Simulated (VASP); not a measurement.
# Al16Cl in VASP: notebook, part 2 of 2

VASP 6.6.1. The steps go on from the part before.

## Step 3: Single point, PBE

Input file INCAR:

```
SYSTEM = Al16Cl
  PREC = Accurate
  ENCUT = 520
  EDIFF = 1E-6
  ISMEAR = 0
  SIGMA = 0.1
  LREAL = Auto
  LASPH = .TRUE.
  NELM = 80
  ALGO = Normal
  ISIF = 2
  LWAVE = .FALSE.
  LCHARG = .FALSE.
  LDIPOL = .TRUE.
  IDIPOL = 3
  DIPOL = 0.5 0.5 0.324
  GGA = PE
  NBANDS = 42
```

Input file KPOINTS:

```
regular mesh
0
G
  5 4 1
  0 0 0
```

Input file POSCAR:

```
Al16Cl
1.0
    5.7135165838      0.0000000000      0.0000000000
    0.0000000000      8.0801326417      0.0000000000
    0.0000000000      0.0000000000     19.7432787023
Al Cl
16 1
Direct
    0.2500000000      0.2500000000      0.2026005944
    0.2500000000      0.7500000000      0.2026005944
    0.7500000000      0.2500000000      0.2026005944
    0.7500000000      0.7500000000      0.2026005944
    0.0000000000      0.0000000000      0.2749482104
    0.0000000000      0.5000000000      0.2749482104
    0.5000000000      0.0000000000      0.2749482104
    0.5000000000      0.5000000000      0.2749482104
    0.2500000000      0.2500000000      0.3495466405
    0.2500000000      0.7500000000      0.3495466405
    0.7500000000      0.2500000000      0.3495466405
    0.7500000000      0.7500000000      0.3495466405
    0.0000000000      0.0000000000      0.4175232912
    0.0000000000      0.5000000000      0.4175232912
    0.5000000000      0.0000000000      0.4175232912
    0.5000000000      0.5000000000      0.4175232912
    0.0833333333      0.0000000000      0.5256778185
```

Potentials or basis: VASP PAW PBE potentials, release 64 (Al, Cl).

Command:

```bash
$ cat potpaw_PBE.64/Al/POTCAR potpaw_PBE.64/Cl/POTCAR > POTCAR
$ mpirun -np 1 vasp_std > vasp.out
```

OUTCAR:

```text
SYSTEM = Al16Cl
   PREC = Accurate
   ENCUT = 520
   EDIFF = 1E-6
   ISMEAR = 0
   LREAL = Auto
   LASPH = .TRUE.
   NELM = 80
   ISIF = 2
   GGA = PE

 ion  position               nearest neighbor table
   1  0.250  0.250  0.203-   3 2.86   3 2.86   6 2.86   7 2.86   8 2.86   5 2.86   9 2.90
   2  0.250  0.750  0.203-   4 2.86   4 2.86   6 2.86   7 2.86   8 2.86   5 2.86  10 2.90
   3  0.750  0.250  0.203-   1 2.86   1 2.86   6 2.86   7 2.86   8 2.86   5 2.86  11 2.90
   4  0.750  0.750  0.203-   2 2.86   2 2.86   6 2.86   7 2.86   8 2.86   5 2.86  12 2.90
   5  0.000  0.000  0.275-  13 2.81   7 2.86   7 2.86   4 2.86   1 2.86   2 2.86   3 2.86  11 2.88
                            12 2.88   9 2.88  10 2.88
   6  0.000  0.500  0.275-  14 2.81   8 2.86   8 2.86   4 2.86   1 2.86   2 2.86   3 2.86  11 2.88
                            12 2.88   9 2.88  10 2.88
   7  0.500  0.000  0.275-  15 2.81   5 2.86   5 2.86   4 2.86   1 2.86   2 2.86   3 2.86  11 2.88
                            12 2.88   9 2.88  10 2.88
   8  0.500  0.500  0.275-  16 2.81   6 2.86   6 2.86   4 2.86   1 2.86   2 2.86   3 2.86  11 2.88
                            12 2.88   9 2.88  10 2.88
   9  0.250  0.250  0.350-  13 2.81  14 2.81  15 2.81  16 2.81  11 2.86  11 2.86   7 2.88   8 2.88
                             5 2.88   6 2.88   1 2.90
  10  0.250  0.750  0.350-  13 2.81  14 2.81  15 2.81  16 2.81  12 2.86  12 2.86   7 2.88   8 2.88
                             5 2.88   6 2.88   2 2.90
  11  0.750  0.250  0.350-  13 2.81  14 2.81  15 2.81  16 2.81   9 2.86   9 2.86   7 2.88   8 2.88
[... 5 lines left out ...]
  14  0.000  0.500  0.418-   9 2.81  10 2.81  11 2.81  12 2.81   6 2.81  16 2.86  16 2.86
  15  0.500  0.000  0.418-   9 2.81  10 2.81  11 2.81  12 2.81   7 2.81  13 2.86  13 2.86
  16  0.500  0.500  0.418-   9 2.81  10 2.81  11 2.81  12 2.81   8 2.81  14 2.86  14 2.86
  17  0.083  0.000  0.526-  13 2.19

  LATTYP: Found a simple orthorhombic cell.
 ALAT       =     5.7135165838
 B/A-ratio  =     1.4142135624
 C/A-ratio  =     3.4555388810

  Lattice vectors:

 A1 = (   5.7135165838,   0.0000000000,   0.0000000000)
 A2 = (   0.0000000000,   8.0801326417,   0.0000000000)
 A3 = (   0.0000000000,   0.0000000000,  19.7432787023)

Analysis of symmetry for initial positions (statically):
=====================================================================
 Subroutine PRICEL returns:
 Original cell was already a primitive cell.

 Routine SETGRP: Setting up the symmetry group for a
 simple orthorhombic supercell.

 Subroutine GETGRP returns: Found  2 space group operations
 (whereof  2 operations were pure point group operations)
 out of a pool of  8 trial point group operations.

The static configuration has the point symmetry C_1h.

Analysis of symmetry for dynamics (positions and initial velocities):
=====================================================================
 Subroutine PRICEL returns:
 Original cell was already a primitive cell.

 Routine SETGRP: Setting up the symmetry group for a
 simple orthorhombic supercell.

 Subroutine GETGRP returns: Found  2 space group operations
 (whereof  2 operations were pure point group operations)
 out of a pool of  8 trial point group operations.

The dynamic configuration has the point symmetry C_1h.

 Subroutine INISYM returns: Found  2 space group operations
 (whereof  2 operations are pure point group operations),
 and found     1 'primitive' translations

----------------------------------------------------------------------------------------

                                     Primitive cell

  volume of cell :     911.4676

[... 92 lines left out ...]
 SYSTEM =  Al16Cl
   PREC   = accura    normal or accurate (medium, high low for compatibility)
   ISTART =      0    job   : 0-new  1-cont  2-samecut
   ICHARG =      2    charge: 1-file 2-atom 10-const
   ISPIN  =      1    spin polarized calculation?
   LNONCOLLINEAR =      F non collinear calculations
   LSORBIT =      F    spin-orbit coupling
   LASPH  =      T    aspherical Exc in radial PAW
   ENCUT  =  520.0 eV  38.22 Ry    6.18 a.u.  10.62 15.02 36.71*2*pi/ulx,y,z
   NELM   =     80;   NELMIN=  2; NELMDL= -5     # of ELM steps
   EDIFF  = 0.1E-05   stopping-criterion for ELM
   LREAL  =      T    real-space projection
   EDIFFG = 0.1E-04   stopping-criterion for IOM
   NSW    =      0    number of steps for IOM
   IBRION =     -1    ionic relax: 0-MD 1-quasi-New 2-CG
   NFREE  =      0    steps in history (QN), initial steepest desc. (CG)
   ISIF   =      2    stress and relaxation
   ISYM   =      2    0-nonsym 1-usesym 2-fastsym
   POTIM  = 0.5000    time-step for ionic-motion
   TEBEG  =    0.0;   TEEND  =   0.0 temperature during run
   PSTRESS=    0.0 pullay stress
   NELECT =      55.0000    total number of electrons
   NUPDOWN=      -1.0000    fix difference up-down
   EMIN   =  10.00;   EMAX   =-10.00  energy-range for DOS
   EFERMI =   0.00;   METHOD = LEGACY
   ISMEAR =     0;   SIGMA  =   0.10  broadening in eV -4-tet -1-fermi 0-gaus
   EFERMI_NEDOS =   21; number of points for ismear=-14 and -15
   IALGO  =     38    algorithm
   IMIX   =      4    mixing-type and parameters
     AMIX     =   0.40;   BMIX     =  1.00
     AMIX_MAG =   1.60;   BMIX_MAG =  1.00
  volume/ion in A,a.u.               =      53.62       361.82
  Fermi-wavevector in a.u.,A,eV,Ry     =   0.642119  1.213428  5.609905  0.412316
  Thomas-Fermi vector in A             =   1.708683
   LORBIT       =      0    0 simple, 1 ext, 2 COOP (PROOUT), +10 PAW based schemes
   GGA     = PE    functional components
   LHFCALC =     F    Hartree Fock is set to
   AEXX    =    0.0000 exact exchange contribution
   IVDW    =     0    specifies the selected vdW correction
   LEPSILON=     F    determine dielectric tensor
   LRPA    =     F    only Hartree local field effects (RPA)
 non-spin polarized calculation
 Gauss-broadening in eV      SIGMA  =   0.10
  energy-cutoff  :      520.00
  volume of cell :      911.47
 maximum number of plane-waves:     24626
   NGX = 21   NGY = 31   NGZ = 73

 dipolmoment           0.000000      0.000000     -0.123670 electrons x Angstroem

 number of electron      55.0000002 magnetization

 dipolmoment           0.000000      0.000000      0.209345 electrons x Angstroem

 Free energy of the ion-electron system (eV)
  ---------------------------------------------------
  ext. energy  EPLUGINS =         0.00000000
  ---------------------------------------------------
  free energy    TOTEN  =       -58.52161345 eV

  energy without entropy =      -58.48080768  energy(sigma->0) =      -58.50121057

 E-fermi :  -0.5908     XC(G=0):  -4.2148

 val. band max:       -0.6082893341   @ k =   0.2000   0.5000   0.0000
 cond. band min:      -0.5017721489   @ k =   0.2000   0.5000   0.0000
 fundamental gap:      0.1065171852
 Fermi energy:        -0.5908375514

 k-point     1 :       0.0000    0.0000    0.0000
  band No.  band energies     occupation
      1     -16.0629      2.00000
      2     -10.8180      2.00000
      3      -8.6505      2.00000
      4      -8.5708      2.00000
      5      -8.3991      2.00000
      6      -6.4866      2.00000
[... 367 lines left out ...]
     38       2.0658      0.00000
     39       2.1643      0.00000
 [bands above 39 left out]

------------------------ aborting loop because EDIFF is reached ----------------------------------------

 vacuum level on the upper side and lower side of the slab       (xc-potential included)         0.384        -0.412

  FORCE on cell =-STRESS in cart. coord.  units (eV):
  Direction    XX          YY          ZZ          XY          YZ          ZX
  --------------------------------------------------------------------------------------
  -------------------------------------------------------------------------------------
  Total      -12.2949449     -3.4595203     -0.7749926      0.0000000      0.0000000     -0.5660819
  in kB      -21.6120474     -6.0811429     -1.3622816      0.0000000      0.0000000     -0.9950585
  external PRESSURE =      -9.6851573 kB  Pullay stress =       0.0000000 kB

 VOLUME and BASIS-vectors are now :
 -----------------------------------------------------------------------------
  energy-cutoff  :      520.00
  volume of cell :      911.47
      direct lattice vectors                 reciprocal lattice vectors
     5.713516584  0.000000000  0.000000000     0.175023558  0.000000000  0.000000000
     0.000000000  8.080132642  0.000000000     0.000000000  0.123760345  0.000000000
     0.000000000  0.000000000 19.743278702     0.000000000  0.000000000  0.050650149

 POSITION                                       TOTAL-FORCE (eV/Angst)
 -----------------------------------------------------------------------------------
      1.42838      2.02003      4.00000        -0.002971     -0.003387      0.209454
      1.42838      6.06010      4.00000        -0.002971      0.003387      0.209454
      4.28514      2.02003      4.00000         0.019553      0.011636      0.207960
      4.28514      6.06010      4.00000         0.019553     -0.011636      0.207960
      0.00000      0.00000      5.42838        -0.062194      0.000000     -0.334042
      0.00000      4.04007      5.42838        -0.017532      0.000000     -0.181398
[... 9 lines left out ...]
      2.85676      4.04007      8.24328        -0.001501      0.000000      0.017903
      0.47613      0.00000     10.37860        -0.114213      0.000000     -0.017498
 -----------------------------------------------------------------------------------
    total drift:                               -0.000081      0.000000     -0.000068

  FREE ENERGIE OF THE ION-ELECTRON SYSTEM (eV)
  ---------------------------------------------------
  free  energy   TOTEN  =       -58.5216134545 eV

  energy  without entropy=      -58.4808076842  energy(sigma->0) =      -58.50121057

 vacuum level on the upper side and lower side of the slab         4.325         3.505
```

Wall time 16 min (1 thread of Intel Xeon 8259CL, shared host); peak memory 0.83 GiB.

What came out:

```yaml
Free_energy: -58.5216 eV
Largest_force: 0.391 eV/Å
Band_gap_on_the_k_mesh: zero (an odd number of electrons rules out a gap without spin polarisation)
```

Forces on the atoms (eV/Å):
```
Al  -0.003 -0.003  0.209
Al  -0.003  0.003  0.209
Al   0.020  0.012  0.208
Al   0.020 -0.012  0.208
Al  -0.062  0.000 -0.334
Al  -0.018  0.000 -0.181
Al   0.099  0.000 -0.246
Al   0.010  0.000 -0.186
Al   0.069 -0.055 -0.026
Al   0.069  0.055 -0.026
Al  -0.032 -0.065 -0.017
Al  -0.032  0.065 -0.017
Al  -0.210  0.000  0.330
Al  -0.005  0.000  0.037
Al   0.195  0.000 -0.167
Al  -0.002  0.000  0.018
Cl  -0.114  0.000 -0.017
```

The gap in the log of VASP goes by the Fermi energy; the results here count the filled bands.